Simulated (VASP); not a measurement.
# ZrAl2 in VASP: notebook, part 3 of 3

VASP 6.6.1.

### Step 5. Single point, PBE

INCAR reads:

```
ALGO     = Normal         # electronic algorithm
EDIFF    = 1E-6           # SCF threshold, eV
ENCUT    = 400            # plane-wave cutoff, eV
GGA      = PE             # functional
GGA_COMPAT= F            
ISIF     = 2              # what is computed and relaxed
ISMEAR   = -1             # smearing method
ISYM     = -1           
LASPH    = T              # aspherical terms in the spheres
LCHARG   = T              # write CHGCAR
LELF     = T              # ELF
LREAL    = Auto         
LVHAR    = T            
LWAVE    = F              # write WAVECAR
NBANDS   = 90             # bands
NELM     = 120            # most SCF steps
PREC     = Accurate       # precision mode
SIGMA    = 0.05           # smearing width, eV
```

KPOINTS reads:

```
explicit points
1
Reciprocal
  0.25000000   0.25000000   0.25000000 1
```

POSCAR reads:

```
ZrAl2
1.0
    7.7016390000      0.1689720000     -0.1318520000
    0.1689720000      7.7666440000      0.1814760000
   -0.1318520000      0.1814760000      7.7043200000
Al Zr
16 8
Direct
    0.3904437924      0.2279078635      0.0727572307
    0.1326948347      0.1673075213      0.3716212177
    0.7491232888      0.2529625095      0.2062442603
    0.4199381168      0.8253239675      0.6153142897
    0.6381109764      0.3406759784      0.8472308646
    0.9334579902      0.9693278199      0.1087562001
    0.6511533608      0.8024208625      0.3457875250
    0.8828094954      0.4888526658      0.3637521769
    0.2199722370      0.5137072719      0.2108948276
    0.6983267654      0.0413918954      0.6293626362
    0.9316897442      0.2943474457      0.6647418798
    0.1770639402      0.5601698066      0.5468749817
    0.0733940606      0.2762727521      1.0025476979
    0.4734589321      0.1023768192      0.3743712062
   -0.0011520269      0.8453559469      0.4163303558
    0.5519628970      0.5838690269      0.1332895306
    0.0696443303      0.9476986351      0.7638262931
    0.7928481475      0.6707962090      0.6825834339
    0.5205243045      0.4473129588      0.4746052350
    0.3315565017      0.1957897577      0.7088589578
    0.2978374667      0.8593266127      0.1871703550
    0.3164303539      0.5666118803      0.8656592039
    0.5927929377      0.9467380971      0.9775994107
    0.9077641199      0.6284524773      0.0225132748
```

Potentials or basis: VASP PAW PBE potentials, release 64 (Al, Zr_sv).

The run is started by

```console
> cat potpaw_PBE.64/Al/POTCAR potpaw_PBE.64/Zr_sv/POTCAR > POTCAR
> mpirun -np 1 vasp_std > vasp.out
```

OUTCAR:

```text
EDIFF = 1E-6
   ENCUT = 400
   GGA = PE
   ISIF = 2
   ISMEAR = -1
   ISYM = -1
   LASPH = T
   LREAL = Auto
   NELM = 120
   PREC = Accurate

 ion  position               nearest neighbor table
   1  0.390  0.228  0.073-  13 2.49  14 2.53   5 2.77  23 2.77   9 2.80  20 2.85   3 2.93  22 3.04
                            21 3.08   2 3.12  16 3.13
   2  0.133  0.167  0.372-  14 2.65  15 2.76  13 2.94  11 2.96  20 2.99   6 3.02   9 3.02   8 3.08
                            21 3.09   1 3.12   3 3.21  17 3.46
   3  0.749  0.253  0.206-   8 2.49   6 2.72  14 2.80   5 2.91   1 2.93  16 2.95  13 3.00  19 3.16
                             2 3.21  23 3.27  24 3.47
   4  0.420  0.825  0.615-  10 2.78   7 2.79  14 2.83  22 2.88  12 2.90  20 3.05  18 3.08  17 3.10
                            19 3.25  23 3.25  21 3.40
   5  0.638  0.341  0.847-  11 2.72   1 2.77  20 2.86   3 2.91  10 2.96  22 2.99  16 3.04  19 3.05
                            18 3.11  23 3.21  24 3.41
   6  0.933  0.969  0.109-  15 2.54   3 2.72  13 2.76  24 2.77  23 2.80  17 2.90  21 2.93   2 3.02
                             7 3.17
   7  0.651  0.802  0.346-  16 2.54  14 2.67  15 2.75   4 2.79  18 2.91   8 2.95  21 2.95  10 2.96
[... 193 lines left out ...]
      2     -40.8971      2.00000
      3     -40.8380      2.00000
      4     -40.7630      2.00000
      5     -40.7514      2.00000
      6     -40.7458      2.00000
[... 76 lines left out ...]
     83       9.3137      0.00000
     84       9.4297      0.00000
 [bands above 84 left out]

------------------------ aborting loop because EDIFF is reached ----------------------------------------

  FORCE on cell =-STRESS in cart. coord.  units (eV):
  Direction    XX          YY          ZZ          XY          YZ          ZX
  --------------------------------------------------------------------------------------
  -------------------------------------------------------------------------------------
  Total        1.5217746     -8.0350881      8.6902867      6.8921180     -2.1598825      7.0348504
  in kB        5.2977520    -27.9725422     30.2534844     23.9935220     -7.5191962     24.4904160
  external PRESSURE =       2.5262314 kB  Pullay stress =       0.0000000 kB

 VOLUME and BASIS-vectors are now :
 -----------------------------------------------------------------------------
  energy-cutoff  :      400.00
  volume of cell :      460.22
      direct lattice vectors                 reciprocal lattice vectors
     7.701639000  0.168972000 -0.131852000     0.129944927 -0.002880646  0.002291736
     0.168972000  7.766644000  0.181476000    -0.002880646  0.128890504 -0.003085328
    -0.131852000  0.181476000  7.704320000     0.002291736 -0.003085328  0.129909205

 POSITION                                       TOTAL-FORCE (eV/Angst)
 -----------------------------------------------------------------------------------
      3.03597      1.84926      0.55042         0.530806      0.711512     -0.078672
      1.00124      1.38928      2.87596        -0.450029     -0.193044     -0.055816
      5.78503      2.12868      1.53611        -0.451520     -0.722246     -0.473870
      3.29254      6.59262      4.83499        -0.027303      0.131460     -0.054993
      4.86036      2.90748      6.50503         0.245119      0.258866      0.299495
      7.33861      7.70589      0.89072         0.088694      0.941308      0.060133
[... 16 lines left out ...]
      4.59655      7.63055      7.62539         0.288597     -0.497100     -0.817889
      7.09449      5.03844      0.16781        -0.356873     -0.573637      0.235781
 -----------------------------------------------------------------------------------
    total drift:                               -0.005239     -0.000371      0.003517

  FREE ENERGIE OF THE ION-ELECTRON SYSTEM (eV)
  ---------------------------------------------------
  free  energy   TOTEN  =      -132.2166640959 eV

  energy  without entropy=     -132.1124209336  energy(sigma->0) =     -132.16454251
```

OSZICAR:

```text
N       E                     dE             d eps       ncg     rms          rms(c)
DAV:   1     0.981046379674E+03    0.98105E+03   -0.56946E+04   180   0.119E+03
DAV:   2    -0.326089122374E+02   -0.10137E+04   -0.97670E+03   198   0.347E+02
DAV:   3    -0.125382432589E+03   -0.92774E+02   -0.89351E+02   256   0.805E+01
DAV:   4    -0.137451105219E+03   -0.12069E+02   -0.11937E+02   280   0.248E+01
DAV:   5    -0.138561599577E+03   -0.11105E+01   -0.11095E+01   240   0.641E+00    0.324E+01
DAV:   6    -0.132892377498E+03    0.56692E+01   -0.24120E+01   216   0.133E+01    0.129E+01
DAV:   7    -0.132435799340E+03    0.45658E+00   -0.59298E+00   232   0.725E+00    0.531E+00
DAV:   8    -0.132250970422E+03    0.18483E+00   -0.13138E+00   232   0.419E+00    0.241E+00
DAV:   9    -0.132216494254E+03    0.34476E-01   -0.33164E-01   248   0.221E+00    0.135E+00
DAV:  10    -0.132218071963E+03   -0.15777E-02   -0.65272E-02   248   0.966E-01    0.653E-01
DAV:  11    -0.132217313393E+03    0.75857E-03   -0.21257E-02   240   0.681E-01    0.274E-01
DAV:  12    -0.132216769578E+03    0.54382E-03   -0.46489E-03   232   0.316E-01    0.140E-01
DAV:  13    -0.132216668934E+03    0.10064E-03   -0.10207E-03   224   0.138E-01    0.860E-02
DAV:  14    -0.132216667179E+03    0.17551E-05   -0.23842E-04   232   0.622E-02    0.468E-02
DAV:  15    -0.132216666264E+03    0.91483E-06   -0.66073E-05   224   0.350E-02    0.184E-02
DAV:  16    -0.132216664556E+03    0.17083E-05   -0.16270E-05   224   0.169E-02    0.553E-03
DAV:  17    -0.132216664096E+03    0.46025E-06   -0.22820E-06   144   0.639E-03
   1 F= -.13221666E+03 E0= -.13216454E+03  d E =-.104243E+00
```

Wall time 50 s (1 thread of AMD EPYC 9R45 (Zen 5), shared host); peak memory 0.3 GiB.

What came out:

```yaml
Free_energy: -132.2167 eV
Pressure: 0.3 GPa
Largest_force: 1.000 eV/Å
```

Forces on the atoms (eV/Å):
```
Al   0.531  0.712 -0.079
Al  -0.450 -0.193 -0.056
Al  -0.452 -0.722 -0.474
Al  -0.027  0.131 -0.055
Al   0.245  0.259  0.299
Al   0.089  0.941  0.060
Al   0.150 -0.250 -0.031
Al   0.042  0.772  0.512
Al  -0.123 -0.747  0.468
Al   0.264  0.404  0.241
Al   0.412  0.493 -0.006
Al  -0.551  0.183 -0.124
Al  -0.580  0.023 -0.744
Al   0.302 -0.012  0.191
Al  -0.227 -0.247  0.139
Al   0.517 -0.126 -0.789
Zr  -0.196 -0.609  0.322
Zr   0.461 -0.221 -0.672
Zr   0.616  0.215  0.388
Zr  -0.125 -0.001  0.662
Zr  -0.793  0.125  0.269
Zr  -0.035 -0.062  0.060
Zr   0.289 -0.497 -0.818
Zr  -0.357 -0.574  0.236
```

Levels at points of the mesh, in eV from the Fermi level:
| k point | band 70 | band 71 | band 72 | band 73 | band 74 | band 75 |
| --- | --- | --- | --- | --- | --- | --- |
| (0.25, 0.25, 0.25) | -0.39 | -0.19 | -0.09 | 0.09 | 0.20 | 0.32 |

Caveat: the atoms stand as in a frame of molecular dynamics.

### Step 6. Single point, PBE

INCAR reads:

```
  ALGO = Normal
  EDIFF = 1E-6
  ENCUT = 400
  GGA = PE
  GGA_COMPAT = False
  ISIF = 2
  ISMEAR = -1
  ISYM = -1
  LASPH = True
  LCHARG = False
  LREAL = Auto
  LWAVE = False
  NBANDS = 90
  NELM = 120
  PREC = Accurate
  SIGMA = 0.05
```

KPOINTS is that of step 5.

POSCAR reads:

```
ZrAl2
1.0
    7.7016390000      0.1689720000     -0.1318520000
    0.1689720000      7.7666440000      0.1814760000
   -0.1318520000      0.1814760000      7.7043200000
Al Zr
16 8
Direct
    0.4167035811      0.2736177735      0.0767094489
    0.0940626806      0.1382009072      0.3986962126
    0.7539420084      0.2406060474      0.2156725757
    0.4620967487      0.8406805927      0.6438796713
    0.6475393829      0.3584355869      0.8324647608
    0.9506717503      0.9858692897      0.0961300097
    0.6412453043      0.8076392357      0.3375546885
    0.8849363216      0.4916899018      0.3620264614
    0.2275374096      0.5083565592      0.2144147371
    0.7166125877      0.0770971556      0.6164086538
    0.9490425481      0.3167796581      0.6563267430
    0.1774989078      0.5898404734      0.5271974290
    0.0779497548      0.2849526362      0.9833972066
    0.4657393224      0.1254768002      0.3847586333
   -0.0265153541      0.8512423813      0.4036832368
    0.5713603115      0.5948621198      0.1152041714
    0.0822396064      0.9248176203      0.7508573442
    0.7886409248      0.6746108023      0.6728152794
    0.5275022643      0.4539008738      0.4805505370
    0.3290640206      0.1944244057      0.7198265890
    0.2971188767      0.8548849051      0.1982824734
    0.3039923523      0.5606447909      0.8576026730
    0.6039437534      0.9598665587      0.9650618677
    0.9321833581      0.6304557057      0.0083431971
```

Potentials or basis: VASP PAW PBE potentials, release 64 (Al, Zr_sv).

The run is started by

```console
> cat potpaw_PBE.64/Al/POTCAR potpaw_PBE.64/Zr_sv/POTCAR > POTCAR
> mpirun -np 1 vasp_std > vasp.out
```

Wall time 50 s (1 thread of AMD EPYC 9R45 (Zen 5), shared host); peak memory 0.3 GiB.

Results (log left out):

| Quantity | Value |
| --- | --- |
| Free energy | -132.2394 eV |
| Pressure | 0.6 GPa |
| Largest force | 1.241 eV/Å |

Forces on the atoms (eV/Å):
```
Al   0.488 -0.770 -0.255
Al   0.656  0.909 -0.506
Al  -0.171 -0.302 -0.269
Al  -1.127 -0.093 -0.513
Al   0.101  0.107  0.650
Al   0.011  0.360 -0.311
Al   0.027  0.190  0.321
Al   0.154  0.553 -0.322
Al  -0.143 -0.379  0.120
Al   0.092 -0.361  0.193
Al   0.489  0.331  0.325
Al   0.030  0.140  0.366
Al   0.122 -0.280 -0.004
Al  -0.753 -0.813 -0.438
Al  -0.435 -0.982 -0.029
Al   0.009 -0.213 -0.691
Zr  -0.600  0.188  0.275
Zr   1.039  0.137 -0.146
Zr   0.242  0.435 -0.427
Zr   0.342  0.419  0.389
Zr  -0.136  0.715  0.265
Zr   0.263  0.142  0.046
Zr  -0.062 -0.439  0.005
Zr  -0.639  0.006  0.959
```

Stress tensor (GPa, compression positive):
```
 0.49  2.77  2.07
 2.77 -0.60 -0.19
 2.07 -0.19  1.97
```

Levels at points of the mesh, in eV from the Fermi level:
```tsv
k point	band 70	band 71	band 72	band 73	band 74	band 75
(0.25, 0.25, 0.25)	-0.38	-0.29	-0.06	0.06	0.23	0.32
```

Caveat: the atoms stand as in a frame of molecular dynamics.

### Step 7. Single point, PBE

INCAR reads:

```
PREC     = Accurate       # precision mode
ENCUT    = 400            # plane-wave cutoff, eV
EDIFF    = 1E-6           # SCF threshold, eV
ISMEAR   = -1             # smearing method
SIGMA    = 0.05           # smearing width, eV
LREAL    = Auto         
LASPH    = True           # aspherical terms in the spheres
NELM     = 120            # most SCF steps
ALGO     = Normal         # electronic algorithm
ISIF     = 2              # what is computed and relaxed
LWAVE    = False          # write WAVECAR
LCHARG   = True           # write CHGCAR
GGA      = PE             # functional
LELF     = True           # ELF
LVHAR    = True         
ISYM     = -1           
NBANDS   = 90             # bands
GGA_COMPAT= False
```

KPOINTS is that of step 6.

POSCAR reads:

```
ZrAl2
1.0
    7.7016390000      0.1689720000     -0.1318520000
    0.1689720000      7.7666440000      0.1814760000
   -0.1318520000      0.1814760000      7.7043200000
Al Zr
16 8
Direct
    0.4172298189      0.2531719847      0.0826564768
    0.1237599040      0.1562964902      0.3666977655
    0.7595390662      0.2476968766      0.1676844558
    0.4430416848      0.8297868907      0.6241761150
    0.6613162694      0.3791235427      0.8252467510
    0.9542139202      0.9936439630      0.0685856094
    0.6361942537      0.7945098777      0.3520113404
    0.9015697422      0.4766839641      0.3657580519
    0.2306759084      0.5157803628      0.2270425323
    0.7254923110      0.0818406240      0.6321834377
    0.9898685957      0.3218658930      0.6559771945
    0.1810211552      0.6186621719      0.5475470470
    0.0999400916      0.2829148065      0.9879121134
    0.4957664906      0.1128553415      0.3798192790
   -0.0349507425      0.8540655164      0.3894833394
    0.5776397932      0.6006882432      0.0949068136
    0.0873988778      0.9371146767      0.7321902379
    0.8093372003      0.6833046059      0.6742657810
    0.5299840601      0.4459858840      0.4597354113
    0.3587667946      0.1893166344      0.7286999623
    0.2904831148      0.8670152038      0.1924004102
    0.2956276752      0.5611775857      0.8642942968
    0.6129093874      0.9492198464      0.9702046005
    0.9254645768      0.6225086178      0.0306298261
```

The run is started by

```console
> cat potpaw_PBE.64/Al/POTCAR potpaw_PBE.64/Zr_sv/POTCAR > POTCAR
> mpirun -np 1 vasp_std > vasp.out
```

It took 50 s on 1 thread of AMD EPYC 9R45 (Zen 5), shared host; peak memory 0.3 GiB.

The run converged. Its results:

| Quantity | Value |
| --- | --- |
| Free energy | -132.6900 eV |
| Pressure | 0.6 GPa |
| Largest force | 1.077 eV/Å |

Forces on the atoms (eV/Å):
```
Al   0.633  0.317 -0.023
Al   0.081  0.281  0.269
Al   0.103  0.487  0.291
Al  -0.015  0.025  0.353
Al  -0.174 -0.204  0.553
Al   0.203 -0.264  0.314
Al   0.006 -0.348 -0.574
Al  -0.204  0.270 -0.052
Al   0.015 -0.576  0.030
Al   0.367 -0.233  0.219
Al   0.150  0.079  0.442
Al   0.022 -0.210 -0.958
Al  -0.674 -0.211 -0.036
Al  -0.572 -0.838 -0.360
Al   0.035  0.121 -0.438
Al  -0.690 -0.321  0.173
Zr  -0.184  0.120 -0.011
Zr   0.272 -0.009 -0.040
Zr  -0.047  0.765  0.244
Zr   0.297  0.512 -0.199
Zr   0.466  0.300  0.213
Zr   0.262 -0.021  0.412
Zr  -0.572 -0.317 -0.343
Zr   0.221  0.276 -0.479
```

Stress tensor (GPa, compression positive):
```
 1.84  2.10  3.13
 2.10 -2.01 -1.48
 3.13 -1.48  1.87
```

Levels at points of the mesh, in eV from the Fermi level:
```csv
k point,band 70,band 71,band 72,band 73,band 74,band 75
"(0.25, 0.25, 0.25)",-0.41,-0.25,-0.07,0.07,0.23,0.39
```

Caveat: the atoms stand as in a frame of molecular dynamics.

### Step 8. Summary

| cell | smearing | pressure (GPa) | largest force (eV/Å) |
| --- | --- | --- | --- |
| as given, atomic positions A | fermi-dirac 0.0664 eV | 1.1 | 1.73 |
| as given, atomic positions B | fermi-dirac 0.0664 eV | 1.7 | 2.57 |
| as given, atomic positions C | fermi-dirac 0.0664 eV | 1.9 | 2.03 |
| as given, atomic positions D | fermi-dirac 0.05 eV | 0.3 | 1.00 |
| as given, atomic positions E | fermi-dirac 0.05 eV | 0.6 | 1.24 |
| as given, atomic positions F | fermi-dirac 0.05 eV | 0.6 | 1.08 |

Alike in all rows: task single point; level PBE; potentials or basis VASP PAW PBE potentials, release 64 (Al, Zr_sv); no spin polarisation; k mesh 1 × 1 × 1, shifted; cutoff (eV) 400.

Caveats: the atoms stand as in a frame of molecular dynamics.

Absolute energies hang on the potentials; compare differences alone.
